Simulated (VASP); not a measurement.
# GaSb in VASP: further runs, part 2 of 2

VASP 6.6.1. The steps go on from the part before.

**3. Single point, PBEsol**

This run uses another cell than the first one: it holds 8 atoms, not 6.

File INCAR:

```
SYSTEM = GaSb
  ALGO = Normal
  DIPOL = 0.5 0.5 0.500
  EDIFF = 1E-6
  ENCUT = 520
  GGA = PS
  IDIPOL = 3
  ISIF = 2
  ISMEAR = 0
  LASPH = .TRUE.
  LCHARG = .TRUE.
  LDIPOL = .TRUE.
  LELF = .TRUE.
  LREAL = .FALSE.
  LVACPOTAV = .TRUE.
  LVHAR = .TRUE.
  LWAVE = .FALSE.
  NBANDS = 46
  NELM = 80
  PREC = Accurate
  SIGMA = 0.1
```

File KPOINTS:

```
k-points
0
G
  8 8 1
  0 0 0
```

File POSCAR:

```
GaSb
1.0
    4.3212908981      0.0000000000      0.0000000000
    0.0000000000      4.3212908981      0.0000000000
    0.0000000000      0.0000000000     25.6946493413
Sb Ga
4 4
Direct
    0.0000000000      0.5000000000      0.2918895643
    0.5000000000      0.0000000000      0.4108098133
    0.0000000000      0.5000000000      0.5297300622
    0.5000000000      0.0000000000      0.6486503112
    0.5000000000      0.5000000000      0.3513496888
    0.0000000000      0.0000000000      0.4702699378
    0.5000000000      0.5000000000      0.5891901867
    0.0000000000      0.0000000000      0.7081104357
```

Potentials or basis: VASP PAW PBE potentials, release 64 (Sb, Ga_d).

On the command line:

```sh
cat potpaw_PBE.64/Sb/POTCAR potpaw_PBE.64/Ga_d/POTCAR > POTCAR
mpirun -np 1 vasp_std > vasp.out
```

OUTCAR:

```text
SYSTEM = GaSb
   EDIFF = 1E-6
   ENCUT = 520
   GGA = PS
   ISIF = 2
   ISMEAR = 0
   LASPH = .TRUE.
   LREAL = .FALSE.
   NELM = 80
   PREC = Accurate

 ion  position               nearest neighbor table
   1  0.000  0.500  0.292-   5 2.65   5 2.65
   2  0.500  0.000  0.411-   5 2.65   6 2.65   5 2.65   6 2.65
   3  0.000  0.500  0.530-   6 2.65   6 2.65   7 2.65   7 2.65
   4  0.500  0.000  0.649-   7 2.65   8 2.65   7 2.65   8 2.65
   5  0.500  0.500  0.351-   1 2.65   2 2.65   2 2.65   1 2.65
   6  0.000  0.000  0.470-   3 2.65   3 2.65   2 2.65   2 2.65
   7  0.500  0.500  0.589-   3 2.65   4 2.65   4 2.65   3 2.65
   8  0.000  0.000  0.708-   4 2.65   4 2.65

  LATTYP: Found a simple tetragonal cell.
 ALAT       =     4.3212908981
 C/A-ratio  =     5.9460587003

  Lattice vectors:

 A1 = (   4.3212908981,   0.0000000000,   0.0000000000)
 A2 = (   0.0000000000,   4.3212908981,   0.0000000000)
 A3 = (   0.0000000000,   0.0000000000,  25.6946493413)
[... 194 lines left out ...]
 fundamental gap:      0.0195286807
 Fermi energy:        -0.3553720323

 k-point     1 :       0.0000    0.0000    0.0000
  band No.  band energies     occupation
      1     -15.3916      2.00000
      2     -15.3700      2.00000
      3     -15.3584      2.00000
      4     -15.3345      2.00000
      5     -15.3094      2.00000
      6     -15.2357      2.00000
[... 1165 lines left out ...]
     45       3.7925      0.00000
     46       3.9432      0.00000

 [... further k-points ...]

------------------------ aborting loop because EDIFF is reached ----------------------------------------

  FORCE on cell =-STRESS in cart. coord.  units (eV):
  Direction    XX          YY          ZZ          XY          YZ          ZX
  --------------------------------------------------------------------------------------
  -------------------------------------------------------------------------------------
  Total       -0.0927936     -1.2099040      1.2166734      0.0000000      0.0000000      0.0000000
  in kB       -0.3098553     -4.0400969      4.0627014      0.0000000      0.0000000      0.0000000
  external PRESSURE =      -0.0957503 kB  Pullay stress =       0.0000000 kB

 VOLUME and BASIS-vectors are now :
 -----------------------------------------------------------------------------
  energy-cutoff  :      520.00
  volume of cell :      479.81
      direct lattice vectors                 reciprocal lattice vectors
     4.321290898  0.000000000  0.000000000     0.231412331  0.000000000  0.000000000
     0.000000000  4.321290898  0.000000000     0.000000000  0.231412331  0.000000000
     0.000000000  0.000000000 25.694649341     0.000000000  0.000000000  0.038918609

 POSITION                                       TOTAL-FORCE (eV/Angst)
 -----------------------------------------------------------------------------------
      0.00000      2.16065      7.50000         0.000000      0.000000      0.077882
      2.16065      0.00000     10.55561         0.000000      0.000000      0.201778
      0.00000      2.16065     13.61123         0.000000      0.000000      0.138082
      2.16065      0.00000     16.66684         0.000000      0.000000     -0.419396
      2.16065      2.16065      9.02781         0.000000      0.000000     -0.237690
      0.00000      0.00000     12.08342         0.000000      0.000000     -0.138822
      2.16065      2.16065     15.13904         0.000000      0.000000     -0.186760
      0.00000      0.00000     18.19465         0.000000      0.000000      0.564925
 -----------------------------------------------------------------------------------
    total drift:                                0.000000      0.000000     -0.000700

  FREE ENERGIE OF THE ION-ELECTRON SYSTEM (eV)
  ---------------------------------------------------
  free  energy   TOTEN  =       -29.6966009718 eV

  energy  without entropy=      -29.6697286271  energy(sigma->0) =      -29.68316480

 vacuum level on the upper side and lower side of the slab         4.066         4.922
```

OSZICAR:

```text
N       E                     dE             d eps       ncg     rms          rms(c)
DAV:   1     0.505764599558E+03    0.50576E+03   -0.30652E+04  2444   0.153E+03
DAV:   2     0.337687764937E+02   -0.47200E+03   -0.45839E+03  2638   0.355E+02
DAV:   3    -0.267376328156E+02   -0.60506E+02   -0.59138E+02  2728   0.130E+02
[... 20 lines left out ...]
DAV:  24    -0.296965915410E+02   -0.51086E-05   -0.21455E-07  1578   0.239E-03    0.201E-03
DAV:  25    -0.296965976921E+02   -0.61511E-05   -0.20279E-07  1628   0.169E-03    0.237E-03
DAV:  26    -0.296965991593E+02   -0.14672E-05   -0.57058E-08  1494   0.128E-03    0.422E-04
DAV:  27    -0.296966005173E+02   -0.13580E-05   -0.45870E-08  1506   0.701E-04    0.772E-04
DAV:  28    -0.296966009718E+02   -0.45455E-06   -0.21839E-08  1474   0.576E-04
   1 F= -.29696601E+02 E0= -.29683165E+02  d E =-.268723E-01
```

stdout:

```text
POSCAR found type information on POSCAR SbGa
 POSCAR found :  2 types and       8 ions
 scaLAPACK will be used
 -----------------------------------------------------------------------------
[... 23 lines left out ...]
|     Did not find any points to average over, which means that no vacuum     |
|     field-free region was found. Please increase the size of  your cell     |
|     in the dimension of the dipole correction to obtain accurate            |
|     workfunction values.                                                    |
|                                                                             |
 -----------------------------------------------------------------------------
```

It took 27 min on 1 thread of Intel Xeon 8259CL, shared host; peak memory 0.75 GiB.

Results:

| Quantity | Value |
| --- | --- |
| Free energy | -29.6966 eV |
| Largest force | 0.565 eV/Å |
| Band gap on the k mesh | zero (bands 36 and 37 overlap by 0.91 eV) |

Forces in eV/Å, atoms in the order of the input:
```
Sb   0.000  0.000  0.078
Sb   0.000  0.000  0.202
Sb   0.000  0.000  0.138
Sb   0.000  0.000 -0.419
Ga   0.000  0.000 -0.238
Ga   0.000  0.000 -0.139
Ga   0.000  0.000 -0.187
Ga   0.000  0.000  0.565
```

Levels at points of the mesh, in eV from the Fermi level:
| k point | band 32 | band 33 | band 34 | band 35 | band 36 | band 37 | band 38 | band 39 | band 40 | band 41 |
| --- | --- | --- | --- | --- | --- | --- | --- | --- | --- | --- |
| (0.00, 0.00, 0.00) | -1.24 | -0.82 | -0.64 | 0.02 | 0.43 | 1.05 | 1.17 | 1.30 | 1.63 | 1.74 |
| (0.50, 0.00, 0.00) | -1.19 | -1.13 | -1.08 | -0.79 | -0.34 | 1.04 | 1.38 | 1.63 | 1.97 | 2.88 |
| (0.00, 0.50, 0.00) | -1.07 | -0.94 | -0.91 | -0.70 | -0.39 | 0.05 | 0.28 | 1.85 | 1.92 | 2.29 |
| (0.50, 0.50, 0.00) | -2.83 | -2.46 | -2.31 | -0.88 | -0.85 | -0.48 | 0.18 | 1.61 | 1.99 | 2.30 |

Caveat: the PAW data sets were made with another functional, which shifts forces and pressure a little; spin-orbit coupling is left out, which moves the levels of the heavy elements.

**4. Relaxation of the atoms, PBEsol**

File INCAR:

```
PREC = Accurate
ENCUT = 450
EDIFF = 1E-7
ISMEAR = 0
SIGMA = 0.1
LREAL = F
LASPH = T
NELM = 120
ALGO = Normal
ISIF = 2
LWAVE = F
LCHARG = F
LDIPOL = T
IDIPOL = 3
DIPOL = 0.5 0.5 0.500
GGA = PS
IBRION = 2
NSW = 90
EDIFFG = -0.03
GGA_COMPAT = F
NELMIN = 4
NELMDL = -8
KPAR = 4
```

File KPOINTS:

```
Automatic mesh
0
Gamma
  9 9 1
  0.5 0.5 0
```

File POSCAR:

```
GaSb
1.0
    4.3212908973      0.0000000000      0.0000000000
    0.0000000000      4.3212908973      0.0000000000
    0.0000000000      0.0000000000     24.6390352424
Sb Ga
3 3
Selective dynamics
Direct
    0.0000000000      0.5000000000      0.3449810399  F F F
    0.5000000000      0.0000000000      0.4689962080  F F F
    0.0000000000      0.5000000000      0.5930113761  T T T
    0.5000000000      0.5000000000      0.4069886239  F F F
    0.0000000000      0.0000000000      0.5310037920  T T T
    0.5000000000      0.5000000000      0.6550189601  T T T
```

Potentials or basis: VASP PAW PBE potentials, release 64 (Sb, Ga_d).

On the command line:

```sh
cat potpaw_PBE.64/Sb/POTCAR potpaw_PBE.64/Ga_d/POTCAR > POTCAR
mpirun -np 4 vasp_std > vasp.out
```

OUTCAR:

```text
PREC = Accurate
   ENCUT = 450
   EDIFF = 1E-7
   ISMEAR = 0
   LREAL = F
   LASPH = T
   NELM = 120
   ISIF = 2
   GGA = PS
   IBRION = 2
   NSW = 90
   EDIFFG = -0.03
   NELMIN = 4
   NELMDL = -8

 ion  position               nearest neighbor table
   1  0.000  0.500  0.345-   4 2.65   4 2.65
   2  0.500  0.000  0.469-   5 2.65   5 2.65   4 2.65   4 2.65
   3  0.000  0.500  0.593-   6 2.65   6 2.65   5 2.65   5 2.65
   4  0.500  0.500  0.407-   1 2.65   1 2.65   2 2.65   2 2.65
   5  0.000  0.000  0.531-   2 2.65   2 2.65   3 2.65   3 2.65
   6  0.500  0.500  0.655-   3 2.65   3 2.65

  LATTYP: Found a simple tetragonal cell.
 ALAT       =     4.3212908973
 C/A-ratio  =     5.7017765820

  Lattice vectors:
[... 492 lines left out ...]
  free energy    TOTEN  =       -21.64495214 eV

  energy without entropy =      -21.62417310  energy(sigma->0) =      -21.63456262

 E-fermi :  -1.3444     XC(G=0):  -4.1413

 val. band max:       -1.3561487126   @ k =   0.3889   0.2778   0.0000
 cond. band min:      -1.2798730386   @ k =   0.2778   0.2778   0.0000
 fundamental gap:      0.0762756740
 Fermi energy:        -1.3443564707

 k-point     1 :       0.0556    0.0556    0.0000
  band No.  band energies     occupation
      1     -16.1671      2.00000
      2     -16.1450      2.00000
      3     -16.1327      2.00000
      4     -16.1307      2.00000
      5     -16.1067      2.00000
      6     -16.0847      2.00000
[... 829 lines left out ...]
     31       0.9694      0.00000
     32       1.8552      0.00000

 [... further k-points ...]

------------------------ aborting loop because EDIFF is reached ----------------------------------------

 vacuum level on the upper side and lower side of the slab       (xc-potential included)        -0.494         0.431

  FORCE on cell =-STRESS in cart. coord.  units (eV):
  Direction    XX          YY          ZZ          XY          YZ          ZX
  --------------------------------------------------------------------------------------
  -------------------------------------------------------------------------------------
  Total       -0.7517872     -1.5988608      0.0107098      0.0000000      0.0000000      0.0000000
  in kB       -2.6179107     -5.5676322      0.0372943      0.0000000      0.0000000      0.0000000
  external PRESSURE =      -2.7160829 kB  Pullay stress =       0.0000000 kB
[... 21 lines left out ...]
  FREE ENERGIE OF THE ION-ELECTRON SYSTEM (eV)
  ---------------------------------------------------
  free  energy   TOTEN  =       -21.6449521403 eV

  energy  without entropy=      -21.6241730974  energy(sigma->0) =      -21.63456262

 reached required accuracy - stopping structural energy minimisation

 vacuum level on the upper side and lower side of the slab         2.949         3.898
```

OSZICAR:

```text
N       E                     dE             d eps       ncg     rms          rms(c)
DAV:   1     0.324646595597E+03    0.32465E+03   -0.21588E+04  1920   0.137E+03
DAV:   2     0.764650109647E+01   -0.31700E+03   -0.31271E+03  1936   0.306E+02
DAV:   3    -0.209799359498E+02   -0.28626E+02   -0.28301E+02  1936   0.101E+02
DAV:   4    -0.221315025661E+02   -0.11516E+01   -0.11465E+01  2096   0.219E+01
[... 113 lines left out ...]
DAV:   3    -0.216449555446E+02   -0.18881E-05   -0.12711E-04  2376   0.588E-02    0.114E-02
DAV:   4    -0.216449670370E+02   -0.11492E-04   -0.16468E-04  2112   0.530E-02    0.126E-02
DAV:   5    -0.216449518779E+02    0.15159E-04   -0.11002E-04  2008   0.470E-02    0.330E-03
DAV:   6    -0.216449521243E+02   -0.24635E-06   -0.51130E-06  1696   0.157E-02    0.147E-03
DAV:   7    -0.216449521403E+02   -0.15990E-07   -0.57160E-07  1984   0.512E-03
   8 F= -.21644952E+02 E0= -.21634563E+02  d E =-.306107E-03
```

CONTCAR:

```text
GaSb
   1.00000000000000
     4.3212908972999999    0.0000000000000000    0.0000000000000000
     0.0000000000000000    4.3212908972999999    0.0000000000000000
     0.0000000000000000    0.0000000000000000   24.6390352423999985
  Sb              Ga
     3     3
Selective dynamics
Direct
     0.0000000000000000    0.5000000000000000    0.3449810398999986   F   F   F
     0.5000000000000000    0.0000000000000000    0.4689962080000001   F   F   F
     0.0000000000000000    0.5000000000000000    0.5930865238876818   T   T   T
     0.5000000000000000    0.5000000000000000    0.4069886238999985   F   F   F
     0.0000000000000000    0.0000000000000000    0.5301171808169065   T   T   T
     0.5000000000000000    0.5000000000000000    0.6589086610977249   T   T   T

  0.00000000E+00  0.00000000E+00  0.00000000E+00
  0.00000000E+00  0.00000000E+00  0.00000000E+00
  0.00000000E+00  0.00000000E+00  0.00000000E+00
  0.00000000E+00  0.00000000E+00  0.00000000E+00
  0.00000000E+00  0.00000000E+00  0.00000000E+00
  0.00000000E+00  0.00000000E+00  0.00000000E+00
```

Run time: 6.6 min. Hardware: 4 MPI ranks of Intel Xeon 6975P-C (Granite Rapids), shared host; peak memory 0.58 GiB.

Results:

```yaml
Free_energy: -21.6450 eV
Energy_gained_by_relaxing: 3.4 meV/atom
Ionic_steps: 8
Band_gap_on_the_k_mesh: zero (bands 27 and 28 overlap by 0.95 eV)
```

The path:
```csv
step,energy change (eV),largest force on free atoms (eV/Å),pressure (GPa)
1,0.0000,0.3723,-0.11
2,-0.0102,0.2611,-0.14
3,-0.0186,0.0529,-0.19
4,-0.0186,0.0457,-0.19
5,-0.0189,0.0417,-0.20
6,-0.0196,0.0407,-0.22
7,-0.0203,0.0502,-0.26
8,-0.0206,0.0065,-0.27
```

Final structure:
```yaml
crystal:
  lattice:
    - [4.32129, 0.00000, 0.00000]
    - [0.00000, 4.32129, 0.00000]
    - [0.00000, 0.00000, 24.63904]
  atoms:
    - { symbol: Sb, position: [0.00000, 0.50000, 0.34498] }
    - { symbol: Sb, position: [0.50000, 0.00000, 0.46900] }
    - { symbol: Sb, position: [0.00000, 0.50000, 0.59309] }
    - { symbol: Ga, position: [0.50000, 0.50000, 0.40699] }
    - { symbol: Ga, position: [0.00000, 0.00000, 0.53012] }
    - { symbol: Ga, position: [0.50000, 0.50000, 0.65891] }
```

Levels at points of the mesh, in eV from the Fermi level:
| k point | band 24 | band 25 | band 26 | band 27 | band 28 | band 29 | band 30 | band 31 |
| --- | --- | --- | --- | --- | --- | --- | --- | --- |
| (0.50, 0.50, 0.00) | -2.55 | -2.40 | -0.84 | -0.81 | -0.50 | 0.36 | 2.24 | 2.61 |

Caveat: the PAW data sets were made with another functional, which shifts forces and pressure a little; spin-orbit coupling is left out, which moves the levels of the heavy elements.

**5. Overview**

```tsv
task	cell	k mesh	cutoff (eV)	mended	atoms held fixed (from 0)	gap on the mesh (eV)	largest force (eV/Å)
single point	a = 4.321, b = 4.321, c = 24.639 Å, 6 atoms, atomic positions A	9 × 9 × 1, shifted	400	yes	-	none	0.35
single point	a = 4.321, b = 4.321, c = 25.695 Å, 8 atoms, atomic positions B	8 × 8 × 1	520	-	-	none	0.56
relaxation of the atoms	atoms relaxed from a = 4.321, b = 4.321, c = 24.639 Å, 6 atoms, atomic positions C	9 × 9 × 1, shifted	450	yes	[0, 3, 1]	none	-
```

Alike in all rows: level PBEsol; potentials or basis VASP PAW PBE potentials, release 64 (Sb, Ga_d); no spin polarisation; smearing gaussian 0.1 eV.

Caveats: the PAW data sets were made with another functional, which shifts forces and pressure a little; spin-orbit coupling is left out, which moves the levels of the heavy elements.

Total energies depend on the potentials used, so only differences within one code and one set of settings carry meaning.
